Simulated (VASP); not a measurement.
A run of VASP 6.6.1 is set up as follows.

The input INCAR:

```
ALGO = Fast ; EDIFF = 1E-6
ENCUT = 520 ; GGA = PS
ISIF = 2 ; ISMEAR = 0
LASPH = True ; LCHARG = False
LREAL = False ; LWAVE = False
NBANDS = 12 ; NELM = 100
PREC = Accurate ; SIGMA = 0.15
```

KPOINTS

```
k-points
0
Gamma
  24 24 24
```

The input POSCAR:

```
Cr
1.0
   -1.4059012500      1.4419500000      1.4419500000
    1.4059012500     -1.4419500000      1.4419500000
    1.4059012500      1.4419500000     -1.4419500000
Cr
1
Direct
    0.0000000000      0.0000000000      0.0000000000
```

Potentials or basis: VASP PAW PBE potentials, release 64 (Cr_pv).

Command:

```console
$ cat potpaw_PBE.64/Cr_pv/POTCAR > POTCAR
$ mpirun -np 1 vasp_std > vasp.out
```

(1) What does it give for the band gap on the k mesh?

(2) What does it give for the pressure?

Results:

(1) zero (band 6 reaches 13.06 eV, above the bottom of band 7 at 9.81 eV).

(2) -12.4 GPa.

Caveat: the cell differs from its parent crystal (strain -0.0250 x Voigt [1, 0, 0, 0, 0, 0]); the PAW data sets were made with another functional, which shifts forces and pressure a little; the run has no spin polarisation, though such a crystal can be magnetic.
